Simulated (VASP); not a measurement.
# LuH3 (P-3c1) in VASP: single point with LDA

Aim: the single point of LuH3 with LDA.

Program: VASP 6.6.1. These are calculated values, not measurements. Logs are shortened: lines on timing, memory, paths and dates and some standing lists are left out, and cuts for length are marked.

### 1 The cell of the first run

Symmetry: P-3c1, No. 165, trigonal system. Conventional cell: a = 5.926 Å, b = 5.926 Å, c = 6.143 Å, α = 90.00°, β = 90.00°, γ = 120.00°. Within 2.6 Å of Lu (site symmetry 2) lie 11 H at 1.99 to 2.31 Å. H (site symmetry 1) has 8 H at 1.95 to 2.51 Å and 4 Lu at 2.11 to 2.31 Å within 2.6 Å. H (site symmetry 32) has 3 Lu at 1.99 Å and 6 H at 2.21 Å within 2.6 Å. Within 2.7 Å of H (site symmetry 3) lie 3 Lu at 2.01 Å and 9 H at 2.15 to 2.51 Å.

### 2 Single point, LDA

File INCAR:

```
PREC     = Accurate       # precision mode
ENCUT    = 520            # plane-wave cutoff, eV
EDIFF    = 1E-7           # SCF threshold, eV
ISMEAR   = 0              # smearing method
SIGMA    = 0.1            # smearing width, eV
LREAL    = Auto         
LASPH    = T              # aspherical terms in the spheres
NELM     = 60             # most SCF steps
ALGO     = Normal         # electronic algorithm
ISIF     = 2              # what is computed and relaxed
LWAVE    = F              # write WAVECAR
LCHARG   = T              # write CHGCAR
GGA      = CA             # functional
LELF     = T              # ELF
LVHAR    = T            
NBANDS   = 102            # bands
```

File KPOINTS:

```
regular mesh
0
Gamma
  6 6 4
```

File POSCAR:

```
LuH3
1.0
    5.9262019723      0.0000000000      0.0000000000
   -2.9631009862      5.1322414560      0.0000000000
    0.0000000000      0.0000000000      6.1430088404
Lu H
6 18
Direct
    0.6639742541      0.0000000000      0.2500000000
    0.3360257459      0.3360257459      0.2500000000
    0.0000000000      0.6639742541      0.2500000000
    0.6639742541      0.6639742541      0.7500000000
    0.0000000000      0.3360257459      0.7500000000
    0.3360257459      0.0000000000      0.7500000000
    0.3226189068      0.9747083923      0.4069584930
    0.6520894855      0.6773810932      0.4069584930
    0.0252916077      0.3479105145      0.4069584930
    0.3226189068      0.3479105145      0.9069584930
    0.0252916077      0.6773810932      0.9069584930
    0.6520894855      0.9747083923      0.9069584930
    0.6773810932      0.0252916077      0.5930415070
    0.3479105145      0.3226189068      0.5930415070
    0.9747083923      0.6520894855      0.5930415070
    0.6773810932      0.6520894855      0.0930415070
    0.9747083923      0.3226189068      0.0930415070
    0.3479105145      0.0252916077      0.0930415070
    0.0000000000      0.0000000000      0.2500000000
    0.0000000000      0.0000000000      0.7500000000
    0.6666666667      0.3333333333      0.3188437959
    0.6666666667      0.3333333333      0.8188437959
    0.3333333333      0.6666666667      0.6811562041
    0.3333333333      0.6666666667      0.1811562041
```

Potentials or basis: VASP PAW PBE potentials, release 64 (Lu, H).

Command:

```console
cat potpaw_PBE.64/Lu/POTCAR potpaw_PBE.64/H/POTCAR > POTCAR
mpirun -np 1 vasp_std > vasp.out
```

OUTCAR:

```text
PREC = Accurate
   ENCUT = 520
   EDIFF = 1E-7
   ISMEAR = 0
   LREAL = Auto
   LASPH = T
   NELM = 60
   ISIF = 2
   GGA = CA

 ion  position               nearest neighbor table
   1  0.664  0.000  0.250-  19 1.99  21 2.01  24 2.01  17 2.11   8 2.11  13 2.11  12 2.11   7 2.18
                            18 2.18   9 2.31  16 2.31   3 3.41   2 3.41   3 3.41   2 3.41   2 3.45
   2  0.336  0.336  0.250-  19 1.99  21 2.01  24 2.01   9 2.11  18 2.11  10 2.11  14 2.11  16 2.18
                             8 2.18  17 2.31   7 2.31   3 3.41   3 3.41   1 3.41   1 3.41   1 3.45
   3  0.000  0.664  0.250-  19 1.99  24 2.01  21 2.01  16 2.11   7 2.11  11 2.11  15 2.11   9 2.18
                            17 2.18   8 2.31  18 2.31   2 3.41   1 3.41   2 3.41   1 3.41   1 3.45
   4  0.664  0.664  0.750-  20 1.99  23 2.01  22 2.01  15 2.11  12 2.11  16 2.11   8 2.11  10 2.18
                            14 2.18  11 2.31  13 2.31   5 3.41   5 3.41   6 3.41   6 3.41   6 3.45
   5  0.000  0.336  0.750-  20 1.99  22 2.01  23 2.01  10 2.11  13 2.11  17 2.11   9 2.11  15 2.18
                            11 2.18  14 2.31  12 2.31   4 3.41   6 3.41   4 3.41   6 3.41   6 3.45
   6  0.336  0.000  0.750-  20 1.99  23 2.01  22 2.01  11 2.11  14 2.11   7 2.11  18 2.11  13 2.18
                            12 2.18  15 2.31  10 2.31   5 3.41   4 3.41   5 3.41   4 3.41   4 3.45
   7  0.323  0.975  0.407-   3 2.11   6 2.11   1 2.18   2 2.31
   8  0.652  0.677  0.407-   1 2.11   4 2.11   2 2.18   3 2.31
   9  0.025  0.348  0.407-   2 2.11   5 2.11   3 2.18   1 2.31
  10  0.323  0.348  0.907-   5 2.11   2 2.11   4 2.18   6 2.31
  11  0.025  0.677  0.907-   6 2.11   3 2.11   5 2.18   4 2.31
  12  0.652  0.975  0.907-   4 2.11   1 2.11   6 2.18   5 2.31
  13  0.677  0.025  0.593-   5 2.11   1 2.11   6 2.18   4 2.31
  14  0.348  0.323  0.593-   6 2.11   2 2.11   4 2.18   5 2.31
  15  0.975  0.652  0.593-   4 2.11   3 2.11   5 2.18   6 2.31
  16  0.677  0.652  0.093-   3 2.11   4 2.11   2 2.18   1 2.31
  17  0.975  0.323  0.093-   1 2.11   5 2.11   3 2.18   2 2.31
  18  0.348  0.025  0.093-   2 2.11   6 2.11   1 2.18   3 2.31
  19  0.000  0.000  0.250-   1 1.99   2 1.99   3 1.99
  20  0.000  0.000  0.750-   6 1.99   4 1.99   5 1.99
  21  0.667  0.333  0.319-   1 2.01   3 2.01   2 2.01
  22  0.667  0.333  0.819-   5 2.01   6 2.01   4 2.01
  23  0.333  0.667  0.681-   6 2.01   5 2.01   4 2.01
  24  0.333  0.667  0.181-   3 2.01   1 2.01   2 2.01

  LATTYP: Found a hexagonal cell.
 ALAT       =     5.9262019723
 C/A-ratio  =     1.0365844548

  Lattice vectors:

 A1 = (   5.9262019723,   0.0000000000,   0.0000000000)
 A2 = (  -2.9631009862,   5.1322414560,   0.0000000000)
 A3 = (   0.0000000000,   0.0000000000,   6.1430088404)

Analysis of symmetry for initial positions (statically):
=====================================================================
 Subroutine PRICEL returns:
 Original cell was already a primitive cell.

 Routine SETGRP: Setting up the symmetry group for a
 hexagonal supercell.

 Subroutine GETGRP returns: Found 12 space group operations
 (whereof  6 operations were pure point group operations)
 out of a pool of 24 trial point group operations.

The static configuration has the point symmetry S_6 .
 The point group associated with its full space group is D_3d.

Analysis of symmetry for dynamics (positions and initial velocities):
=====================================================================
 Subroutine PRICEL returns:
 Original cell was already a primitive cell.

 Routine SETGRP: Setting up the symmetry group for a
 hexagonal supercell.

 Subroutine GETGRP returns: Found 12 space group operations
 (whereof  6 operations were pure point group operations)
 out of a pool of 24 trial point group operations.

The dynamic configuration has the point symmetry S_6 .
 The point group associated with its full space group is D_3d.

 Subroutine INISYM returns: Found 12 space group operations
 (whereof  6 operations are pure point group operations),
 and found     1 'primitive' translations

----------------------------------------------------------------------------------------

                                     Primitive cell

  volume of cell :     186.8378

  direct lattice vectors                    reciprocal lattice vectors
     5.926201972  0.000000000  0.000000000     0.168742140  0.097423320  0.000000000
[... 60 lines left out ...]

 KPOINTS: regular mesh

Automatic generation of k-mesh.
 Grid dimensions read from file:
 generate k-points for:    6    6    4

 Generating k-lattice:

  Cartesian coordinates                     Fractional coordinates (reciprocal lattice)
     0.028123690  0.016237220  0.000000000     0.166666667 -0.000000000  0.000000000
     0.000000000  0.032474440  0.000000000     0.000000000  0.166666667  0.000000000
     0.000000000  0.000000000  0.040696669     0.000000000  0.000000000  0.250000000

  Length of vectors
     0.032474440  0.032474440  0.040696669

  Shift w.r.t. Gamma in fractional coordinates (k-lattice)
     0.000000000  0.000000000  0.000000000

 Subroutine IBZKPT returns following result:
 ===========================================

 Found     24 irreducible k-points:

 Following reciprocal coordinates:
            Coordinates               Weight
  0.000000  0.000000  0.000000      1.000000
  0.166667  0.000000  0.000000      6.000000
  0.333333 -0.000000  0.000000      6.000000
  0.500000  0.000000  0.000000      3.000000
  0.166667  0.166667  0.000000      6.000000
  0.333333  0.166667  0.000000     12.000000
[... 16 lines left out ...]
  0.333333  0.166667  0.500000     12.000000
  0.333333  0.333333  0.500000      2.000000
   k-points           NKPTS =     24   k-points in BZ     NKDIM =     24   number of bands    NBANDS=    102
   number of dos      NEDOS =    301   number of ions     NIONS =     24
   total plane-waves  NPLWV = 110592
   dimension x,y,z NGX =    48 NGY =   48 NGZ =   48
   dimension x,y,z NGXF=    96 NGYF=   96 NGZF=   96
   ions per type =               6  18
   NGX,Y,Z   is equivalent  to a cutoff of  13.47, 13.47, 12.99 a.u.
   NGXF,Y,Z  is equivalent  to a cutoff of  26.93, 26.93, 25.98 a.u.
 SYSTEM =  unknown system
   PREC   = accura    normal or accurate (medium, high low for compatibility)
   ISTART =      0    job   : 0-new  1-cont  2-samecut
   ICHARG =      2    charge: 1-file 2-atom 10-const
   ISPIN  =      1    spin polarized calculation?
   LNONCOLLINEAR =      F non collinear calculations
   LSORBIT =      F    spin-orbit coupling
   LASPH  =      T    aspherical Exc in radial PAW
   ENCUT  =  520.0 eV  38.22 Ry    6.18 a.u.  11.02 11.02 11.42*2*pi/ulx,y,z
   NELM   =     60;   NELMIN=  2; NELMDL= -5     # of ELM steps
   EDIFF  = 0.1E-06   stopping-criterion for ELM
   LREAL  =      T    real-space projection
   EDIFFG = 0.1E-05   stopping-criterion for IOM
   NSW    =      0    number of steps for IOM
   IBRION =     -1    ionic relax: 0-MD 1-quasi-New 2-CG
   NFREE  =      0    steps in history (QN), initial steepest desc. (CG)
   ISIF   =      2    stress and relaxation
   ISYM   =      2    0-nonsym 1-usesym 2-fastsym
   POTIM  = 0.5000    time-step for ionic-motion
   TEBEG  =    0.0;   TEEND  =   0.0 temperature during run
   PSTRESS=    0.0 pullay stress
   NELECT =     168.0000    total number of electrons
   NUPDOWN=      -1.0000    fix difference up-down
   EMIN   =  10.00;   EMAX   =-10.00  energy-range for DOS
   EFERMI =   0.00;   METHOD = LEGACY
   ISMEAR =     0;   SIGMA  =   0.10  broadening in eV -4-tet -1-fermi 0-gaus
   EFERMI_NEDOS =   21; number of points for ismear=-14 and -15
   IALGO  =     38    algorithm
   IMIX   =      4    mixing-type and parameters
     AMIX     =   0.40;   BMIX     =  1.00
     AMIX_MAG =   1.60;   BMIX_MAG =  1.00
  volume/ion in A,a.u.               =       7.78        52.54
  Fermi-wavevector in a.u.,A,eV,Ry     =   1.580119  2.985991 33.970686  2.496775
  Thomas-Fermi vector in A             =   2.680395
   LORBIT       =      0    0 simple, 1 ext, 2 COOP (PROOUT), +10 PAW based schemes
   GGA     = CA    functional components
   LHFCALC =     F    Hartree Fock is set to
   AEXX    =    0.0000 exact exchange contribution
   IVDW    =     0    specifies the selected vdW correction
   LEPSILON=     F    determine dielectric tensor
   LRPA    =     F    only Hartree local field effects (RPA)
 non-spin polarized calculation
 Gauss-broadening in eV      SIGMA  =   0.10
  energy-cutoff  :      520.00
  volume of cell :      186.84
 maximum number of plane-waves:      5061
 NGX is ok and might be reduce to    48
   NGX = 23   NGY = 23   NGZ = 23

 number of electron     168.0000036 magnetization

 Free energy of the ion-electron system (eV)
  ---------------------------------------------------
  ext. energy  EPLUGINS =         0.00000000
  ---------------------------------------------------
  free energy    TOTEN  =      -106.59336412 eV

  energy without entropy =     -106.59293648  energy(sigma->0) =     -106.59315030

 E-fermi :   2.4538     XC(G=0): -11.8951

 val. band max:        2.3340463234   @ k =   0.0000   0.0000   0.2500
 cond. band min:       2.6132185421   @ k =   0.1667   0.0000   0.2500
 fundamental gap:      0.2791722187
 Fermi energy:         2.4537651196

 k-point     1 :       0.0000    0.0000    0.0000
  band No.  band energies     occupation
      1     -52.8336      2.00000
      2     -52.8166      2.00000
      3     -52.7941      2.00000
      4     -52.7941      2.00000
      5     -52.7935      2.00000
      6     -52.7935      2.00000
[... 2365 lines left out ...]
     95       6.2702      0.00000
     96       6.2702      0.00000
 [bands above 96 left out]

------------------------ aborting loop because EDIFF is reached ----------------------------------------

  FORCE on cell =-STRESS in cart. coord.  units (eV):
  Direction    XX          YY          ZZ          XY          YZ          ZX
  --------------------------------------------------------------------------------------
  -------------------------------------------------------------------------------------
  Total        4.7737752      4.7737752      4.6446702     -0.0000000      0.0000000      0.0000000
  in kB       40.9362333     40.9362333     39.8291277     -0.0000000      0.0000000      0.0000000
  external PRESSURE =      40.5671981 kB  Pullay stress =       0.0000000 kB

 VOLUME and BASIS-vectors are now :
 -----------------------------------------------------------------------------
  energy-cutoff  :      520.00
  volume of cell :      186.84
      direct lattice vectors                 reciprocal lattice vectors
     5.926201972  0.000000000  0.000000000     0.168742140  0.097423320  0.000000000
    -2.963100986  5.132241456  0.000000000     0.000000000  0.194846639  0.000000000
     0.000000000  0.000000000  6.143008840     0.000000000  0.000000000  0.162786678

 POSITION                                       TOTAL-FORCE (eV/Angst)
 -----------------------------------------------------------------------------------
      3.93485      0.00000      1.53575         0.001827      0.000000      0.000000
      0.99568      1.72457      1.53575        -0.000913     -0.001582      0.000000
     -1.96742      3.40768      1.53575        -0.000913      0.001582      0.000000
      1.96742      3.40768      4.60726         0.000913      0.001582      0.000000
     -0.99568      1.72457      4.60726         0.000913     -0.001582      0.000000
      1.99136      0.00000      4.60726        -0.001827      0.000000      0.000000
[... 16 lines left out ...]
     -0.00000      3.42149      4.18435         0.000000      0.000000     -0.016191
     -0.00000      3.42149      1.11284         0.000000      0.000000     -0.016191
 -----------------------------------------------------------------------------------
    total drift:                                0.000000     -0.000000      0.000000

  FREE ENERGIE OF THE ION-ELECTRON SYSTEM (eV)
  ---------------------------------------------------
  free  energy   TOTEN  =      -106.5933641213 eV

  energy  without entropy=     -106.5929364795  energy(sigma->0) =     -106.59315030
```

Run time: 33 min. Hardware: 1 thread of AMD EPYC 7R13 (Zen 3), shared host; peak memory 0.42 GiB.

What came out:

```
Free energy            : -106.5934 eV
Pressure               : 4.1 GPa
Largest force          : 0.016 eV/Å
Band gap on the k mesh : 0.28 eV (least direct gap 0.50 eV)
```

Forces in eV/Å, atoms in the order of the input:
```
Lu   0.002  0.000  0.000
Lu  -0.001 -0.002  0.000
Lu  -0.001  0.002  0.000
Lu   0.001  0.002  0.000
Lu   0.001 -0.002  0.000
Lu  -0.002  0.000  0.000
H   -0.002  0.013 -0.004
H    0.012 -0.005 -0.004
H   -0.011 -0.008 -0.004
H    0.011 -0.008 -0.004
H   -0.012 -0.005 -0.004
H    0.002  0.013 -0.004
H    0.002 -0.013  0.004
H   -0.012  0.005  0.004
H    0.011  0.008  0.004
H   -0.011  0.008  0.004
H    0.012  0.005  0.004
H   -0.002 -0.013  0.004
H    0.000  0.000  0.000
H    0.000  0.000  0.000
H    0.000  0.000  0.016
H    0.000  0.000  0.016
H    0.000  0.000 -0.016
H    0.000  0.000 -0.016
```

Caveat: the cell stands under pressure; the PAW data sets were made with another functional, which shifts forces and pressure a little; spin-orbit coupling is left out, which moves the levels of the heavy elements. A k mesh can miss the band edges.
